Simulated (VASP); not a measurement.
A run of VASP 6.6.1 is set up as follows.

Contents of INCAR:

```
ALGO = Fast ; EDIFF = 1E-6
ENCUT = 520 ; GGA = PS
ISIF = 2 ; ISMEAR = 0
LASPH = True ; LCHARG = False
LREAL = False ; LWAVE = False
NBANDS = 14 ; NELM = 60
PREC = Accurate ; SIGMA = 0.15
```

KPOINTS

```
k-points
0
Gamma
  20 20 20
```

The input POSCAR:

```
AlNi
1.0
    2.0819679297     -2.0819902819      0.0000000000
    2.0819679297      2.0819902819      0.0000000000
    0.0000000000      0.0000000000      2.9124499431
Al Ni
1 1
Direct
    0.0000000000      0.0000000000      0.0000000000
    0.5000000000      0.5000000000      0.5000000000
```

Potentials or basis: VASP PAW PBE potentials, release 64 (Al, Ni).

The run is started by

```sh
$ cat potpaw_PBE.64/Al/POTCAR potpaw_PBE.64/Ni/POTCAR > POTCAR
$ mpirun -np 1 vasp_std > vasp.out
```

(1) Estimate the band gap on the k mesh.

(2) Predict the pressure.

Results:

(1) zero (an odd number of electrons rules out a gap without spin polarisation).

(2) -11.0 GPa.

Caveat: the cell differs from its parent crystal (strain +0.030 along x and y, +0.015 along z); the cell stands under tension; the PAW data sets were made with another functional, which shifts forces and pressure a little.
